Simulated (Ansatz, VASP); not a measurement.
**Ta: VASP beside Ansatz**

```
Ta
1.0
     2.95726    0.00000    0.00000
    -1.47863    2.56106    0.00000
     0.00000    0.00000    5.26760
Ta
2
Direct
  0.33333 0.66667 0.25000
  0.66667 0.33333 0.75000
```

Change from the starting cell: volume scaled by 1.06.

Alike in both runs: task single point; functional PBE; k mesh 11 × 11 × 5; occupations fermi-dirac, width 0.05 eV; no spin polarisation.

|  | VASP | Ansatz |
| --- | --- | --- |
| version | VASP 6.6.1 | Ansatz 0.2.0 |
| potentials or method | VASP PAW PBE potentials, release 64 (Ta_pv), cutoff 520 eV | all-electron LAPW, scalar-relativistic |

```tsv
	VASP	Ansatz	Ansatz less VASP
gap on the k mesh at the Fermi level (eV)	none	none	-
pressure (GPa)	-10.7	-10.6	+0.06
traceless stress, the component that is largest in VASP (GPa)	1.18	1.17	-0.008
```

A gap of «none» marks a metal or a gap that the smearing closes. Ansatz ran all-electron here, and VASP with PAW potentials.

Spin-orbit coupling is off throughout.
